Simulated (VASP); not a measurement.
# SiC (Moissanite) (P6_3mc) in VASP: single point with PBE

Aim: the single point of SiC (Moissanite) with PBE.

Everything below comes from runs of VASP 6.6.1. Logs are shortened: lines on timing, memory, paths and dates and some standing lists are left out, and cuts for length are marked.

### Step 1. The cell of the first run

It takes space group P6_3mc (No. 186, hexagonal). The conventional cell has a = 3.076 Å, b = 3.076 Å, c = 5.048 Å, α = 90.00°, β = 90.00°, γ = 120.00°. Si (site symmetry 3m) has 4 C at 1.87 to 1.94 Å within 2.5 Å. C (site symmetry 3m) has 4 Si at 1.87 to 1.94 Å within 2.5 Å.

### Step 2. Single point, PBE

File INCAR:

```
SYSTEM = SiC
ALGO = Normal
EDIFF = 1E-6
ENCUT = 600
GGA = PE
GGA_COMPAT = .FALSE.
ISIF = 2
ISMEAR = 0
LASPH = .TRUE.
LCHARG = .FALSE.
LREAL = .FALSE.
LWAVE = .FALSE.
NBANDS = 16
NELM = 120
PREC = Accurate
SIGMA = 0.01
```

File KPOINTS:

```
k-points
0
G
  5 5 3
  0 0 0
```

File POSCAR:

```
SiC
1.0
    3.0760000000      0.0000000000      0.0000000000
   -1.5380000000      2.6638940000      0.0000000000
    0.0000000000      0.0000000000      5.0480000000
Si C
2 2
Direct
    0.3333333333      0.6666666667      0.0000000000
    0.6666666667      0.3333333333      0.5000000000
    0.3333333333      0.6666666667      0.3850000000
    0.6666666667      0.3333333333      0.8850000000
```

Potentials or basis: VASP PAW PBE potentials, release 64 (Si, C).

The run is started by

```console
> cat potpaw_PBE.64/Si/POTCAR potpaw_PBE.64/C/POTCAR > POTCAR
> mpirun -np 1 vasp_std > vasp.out
```

OUTCAR:

```text
SYSTEM = SiC
   EDIFF = 1E-6
   ENCUT = 600
   GGA = PE
   ISIF = 2
   ISMEAR = 0
   LASPH = .TRUE.
   LREAL = .FALSE.
   NELM = 120
   PREC = Accurate

 ion  position               nearest neighbor table
   1  0.333  0.667  0.000-   4 1.87   4 1.87   4 1.87   3 1.94   2 3.09   2 3.09   2 3.09   2 3.09
                             2 3.09   2 3.09
   2  0.667  0.333  0.500-   3 1.87   3 1.87   3 1.87   4 1.94   1 3.09   1 3.09   1 3.09   1 3.09
                             1 3.09   1 3.09
   3  0.333  0.667  0.385-   2 1.87   2 1.87   2 1.87   1 1.94
   4  0.667  0.333  0.885-   1 1.87   1 1.87   1 1.87   2 1.94

  LATTYP: Found a hexagonal cell.
 ALAT       =     3.0760000000
 C/A-ratio  =     1.6410923277

  Lattice vectors:

 A1 = (   3.0760000000,   0.0000000000,   0.0000000000)
 A2 = (  -1.5380000000,   2.6638940000,   0.0000000000)
 A3 = (   0.0000000000,   0.0000000000,   5.0480000000)

Analysis of symmetry for initial positions (statically):
=====================================================================
 Subroutine PRICEL returns:
 Original cell was already a primitive cell.

 Routine SETGRP: Setting up the symmetry group for a
 hexagonal supercell.

 Subroutine GETGRP returns: Found 12 space group operations
 (whereof  6 operations were pure point group operations)
 out of a pool of 24 trial point group operations.

The static configuration has the point symmetry C_3v.
 The point group associated with its full space group is C_6v.

Analysis of symmetry for dynamics (positions and initial velocities):
=====================================================================
 Subroutine PRICEL returns:
 Original cell was already a primitive cell.

 Routine SETGRP: Setting up the symmetry group for a
 hexagonal supercell.

 Subroutine GETGRP returns: Found 12 space group operations
 (whereof  6 operations were pure point group operations)
 out of a pool of 24 trial point group operations.

The dynamic configuration has the point symmetry C_3v.
 The point group associated with its full space group is C_6v.

 Subroutine INISYM returns: Found 12 space group operations
 (whereof  6 operations are pure point group operations),
 and found     1 'primitive' translations

----------------------------------------------------------------------------------------

                                     Primitive cell

  volume of cell :      41.3640

  direct lattice vectors                    reciprocal lattice vectors
     3.076000000  0.000000000  0.000000000     0.325097529  0.187695156  0.000000000
    -1.538000000  2.663894000  0.000000000     0.000000000  0.375390312  0.000000000
     0.000000000  0.000000000  5.048000000     0.000000000  0.000000000  0.198098257

  length of vectors
     3.076000000  3.075999877  5.048000000     0.375390297  0.375390312  0.198098257

  position of ions in fractional coordinates (direct lattice)
     0.333333333  0.666666667  0.000000000
     0.666666667  0.333333333  0.500000000
     0.333333333  0.666666667  0.385000000
     0.666666667  0.333333333  0.885000000

  ion indices of the primitive-cell ions
   primitive index   ion index
                 1           1
                 2           2
                 3           3
                 4           4

----------------------------------------------------------------------------------------

 KPOINTS: k-points

Automatic generation of k-mesh.
 Grid dimensions read from file:
 generate k-points for:    5    5    3

 Generating k-lattice:

  Cartesian coordinates                     Fractional coordinates (reciprocal lattice)
     0.065019506  0.037539031  0.000000000     0.200000000  0.000000000  0.000000000
     0.000000000  0.075078062  0.000000000     0.000000000  0.200000000  0.000000000
     0.000000000  0.000000000  0.066032752     0.000000000  0.000000000  0.333333333

  Length of vectors
     0.075078059  0.075078062  0.066032752

  Shift w.r.t. Gamma in fractional coordinates (k-lattice)
     0.000000000  0.000000000  0.000000000

 Subroutine IBZKPT returns following result:
 ===========================================

 Found     10 irreducible k-points:

 Following reciprocal coordinates:
            Coordinates               Weight
  0.000000  0.000000  0.000000      1.000000
  0.200000 -0.000000  0.000000      6.000000
  0.400000  0.000000  0.000000      6.000000
  0.200000  0.200000  0.000000      6.000000
  0.400000  0.200000  0.000000      6.000000
  0.000000  0.000000  0.333333      2.000000
  0.200000 -0.000000  0.333333     12.000000
  0.400000  0.000000  0.333333     12.000000
  0.200000  0.200000  0.333333     12.000000
  0.400000  0.200000  0.333333     12.000000
   k-points           NKPTS =     10   k-points in BZ     NKDIM =     10   number of bands    NBANDS=     16
   number of dos      NEDOS =    301   number of ions     NIONS =      4
   total plane-waves  NPLWV =  31360
   dimension x,y,z NGX =    28 NGY =   28 NGZ =   40
   dimension x,y,z NGXF=    56 NGYF=   56 NGZF=   80
   ions per type =               2   2
   NGX,Y,Z   is equivalent  to a cutoff of  15.13, 15.13, 13.17 a.u.
   NGXF,Y,Z  is equivalent  to a cutoff of  30.27, 30.27, 26.35 a.u.
 SYSTEM =  SiC
   PREC   = accura    normal or accurate (medium, high low for compatibility)
   ISTART =      0    job   : 0-new  1-cont  2-samecut
   ICHARG =      2    charge: 1-file 2-atom 10-const
   ISPIN  =      1    spin polarized calculation?
   LNONCOLLINEAR =      F non collinear calculations
   LSORBIT =      F    spin-orbit coupling
   LASPH  =      T    aspherical Exc in radial PAW
   ENCUT  =  600.0 eV  44.10 Ry    6.64 a.u.   6.14  6.14 10.08*2*pi/ulx,y,z
   NELM   =    120;   NELMIN=  2; NELMDL= -5     # of ELM steps
   EDIFF  = 0.1E-05   stopping-criterion for ELM
   LREAL  =      F    real-space projection
   EDIFFG = 0.1E-04   stopping-criterion for IOM
   NSW    =      0    number of steps for IOM
   IBRION =     -1    ionic relax: 0-MD 1-quasi-New 2-CG
   NFREE  =      0    steps in history (QN), initial steepest desc. (CG)
   ISIF   =      2    stress and relaxation
   ISYM   =      2    0-nonsym 1-usesym 2-fastsym
   POTIM  = 0.5000    time-step for ionic-motion
   TEBEG  =    0.0;   TEEND  =   0.0 temperature during run
   PSTRESS=    0.0 pullay stress
   NELECT =      16.0000    total number of electrons
   NUPDOWN=      -1.0000    fix difference up-down
   EMIN   =  10.00;   EMAX   =-10.00  energy-range for DOS
   EFERMI =   0.00;   METHOD = LEGACY
   ISMEAR =     0;   SIGMA  =   0.01  broadening in eV -4-tet -1-fermi 0-gaus
   EFERMI_NEDOS =   21; number of points for ismear=-14 and -15
   IALGO  =     38    algorithm
   IMIX   =      4    mixing-type and parameters
     AMIX     =   0.40;   BMIX     =  1.00
     AMIX_MAG =   1.60;   BMIX_MAG =  1.00
  volume/ion in A,a.u.               =      10.34        69.78
  Fermi-wavevector in a.u.,A,eV,Ry     =   1.192817  2.254098 19.358550  1.422813
  Thomas-Fermi vector in A             =   2.328847
   LORBIT       =      0    0 simple, 1 ext, 2 COOP (PROOUT), +10 PAW based schemes
   GGA     = PE    functional components
   LHFCALC =     F    Hartree Fock is set to
   AEXX    =    0.0000 exact exchange contribution
   IVDW    =     0    specifies the selected vdW correction
   LEPSILON=     F    determine dielectric tensor
   LRPA    =     F    only Hartree local field effects (RPA)
 non-spin polarized calculation
 Gauss-broadening in eV      SIGMA  =   0.01
  energy-cutoff  :      600.00
  volume of cell :       41.36
 maximum number of plane-waves:      1392
 NGX is ok and might be reduce to    28
   NGX = 13   NGY = 13   NGZ = 21

 number of electron      16.0000001 magnetization

 Free energy of the ion-electron system (eV)
  ---------------------------------------------------
  ext. energy  EPLUGINS =         0.00000000
  ---------------------------------------------------
  free energy    TOTEN  =       -30.02902913 eV

  energy without entropy =      -30.02902913  energy(sigma->0) =      -30.02902913

 E-fermi :   8.5178     XC(G=0): -11.3452

 val. band max:        8.4211361368   @ k =   0.0000   0.0000   0.0000
 cond. band min:      11.2250540403   @ k =   0.4000   0.0000   0.0000
 fundamental gap:      2.8039179035
 Fermi energy:         8.5178118058

 k-point     1 :       0.0000    0.0000    0.0000
  band No.  band energies     occupation
      1      -7.3088      2.00000
      2      -3.8044      2.00000
      3      -0.2784      2.00000
      4       6.8636      2.00000
      5       6.8636      2.00000
      6       8.1459      2.00000
[... 8 lines left out ...]
     15      17.1156      0.00000
     16      19.7630      0.00000

 k-point     2 :       0.2000   -0.0000    0.0000
  band No.  band energies     occupation
      1      -6.6207      2.00000
      2      -3.2272      2.00000
      3       0.3451      2.00000
      4       4.0476      2.00000
      5       5.9737      2.00000
      6       6.0470      2.00000
[... 8 lines left out ...]
     15      17.8285      0.00000
     16      18.4165      0.00000

 k-point     3 :       0.4000    0.0000    0.0000
  band No.  band energies     occupation
      1      -4.7353      2.00000
      2      -2.2215      2.00000
      3       0.4677      2.00000
      4       2.3483      2.00000
      5       2.8017      2.00000
      6       5.0108      2.00000
[... 8 lines left out ...]
     15      19.2744      0.00000
     16      20.2845      0.00000
[... 96 lines left out ...]
 k-point     9 :       0.2000    0.2000    0.3333
  band No.  band energies     occupation
      1      -4.8089      2.00000
      2      -3.4487      2.00000
      3       1.5877      2.00000
      4       2.7833      2.00000
      5       4.2256      2.00000
      6       4.3267      2.00000
[... 8 lines left out ...]
     15      17.8740      0.00000
     16      19.5491      0.00000

 k-point    10 :       0.4000    0.2000    0.3333
  band No.  band energies     occupation
      1      -3.1426      2.00000
      2      -2.4979      2.00000
      3       0.1938      2.00000
      4       0.8704      2.00000
      5       2.9819      2.00000
      6       4.2092      2.00000
[... 8 lines left out ...]
     15      20.2626      0.00000
     16      20.9740      0.00000

------------------------ aborting loop because EDIFF is reached ----------------------------------------

  FORCE on cell =-STRESS in cart. coord.  units (eV):
  Direction    XX          YY          ZZ          XY          YZ          ZX
  --------------------------------------------------------------------------------------
  -------------------------------------------------------------------------------------
  Total        1.3416105      1.3416103      0.0442952      0.0000000      0.0000000      0.0000000
  in kB       51.9654149     51.9654093      1.7157114      0.0000000      0.0000000      0.0000000
  external PRESSURE =      35.2155119 kB  Pullay stress =       0.0000000 kB

 VOLUME and BASIS-vectors are now :
 -----------------------------------------------------------------------------
  energy-cutoff  :      600.00
  volume of cell :       41.36
      direct lattice vectors                 reciprocal lattice vectors
     3.076000000  0.000000000  0.000000000     0.325097529  0.187695156  0.000000000
    -1.538000000  2.663894000  0.000000000     0.000000000  0.375390312  0.000000000
     0.000000000  0.000000000  5.048000000     0.000000000  0.000000000  0.198098257

 POSITION                                       TOTAL-FORCE (eV/Angst)
 -----------------------------------------------------------------------------------
     -0.00000      1.77593      0.00000        -0.000000      0.000000      0.738784
      1.53800      0.88796      2.52400         0.000000      0.000000      0.738784
     -0.00000      1.77593      1.94348        -0.000000      0.000000     -0.738784
      1.53800      0.88796      4.46748        -0.000000     -0.000000     -0.738784
 -----------------------------------------------------------------------------------
    total drift:                               -0.000000      0.000000     -0.000203

  FREE ENERGIE OF THE ION-ELECTRON SYSTEM (eV)
  ---------------------------------------------------
  free  energy   TOTEN  =       -30.0290291271 eV

  energy  without entropy=      -30.0290291271  energy(sigma->0) =      -30.02902913
```

Wall time 8.9 s (1 thread of Intel Xeon Platinum 8488C (Sapphire Rapids), shared host); peak memory 0.16 GiB.

Results:

| Property | Result |
| --- | --- |
| Free energy | -30.0290 eV |
| Pressure | 3.5 GPa |
| Largest force | 0.739 eV/Å |
| Band gap on the k mesh | 2.80 eV, indirect (least direct gap 4.18 eV) |

Forces in eV/Å, atoms in the order of the input:
```
Si   0.000  0.000  0.739
Si   0.000  0.000  0.739
C    0.000  0.000 -0.739
C    0.000  0.000 -0.739
```

Levels at points of the mesh, in eV from the valence-band top:
```tsv
k point	band 5	band 6	band 7	band 8	band 9	band 10	band 11	band 12
(0.00, 0.00, 0.00)	-1.56	-0.28	-0.28	0.00	4.62	6.02	6.50	6.50
```

Caveat: the k points lie up to 0.47 Å⁻¹ apart. A k mesh can miss the band edges.
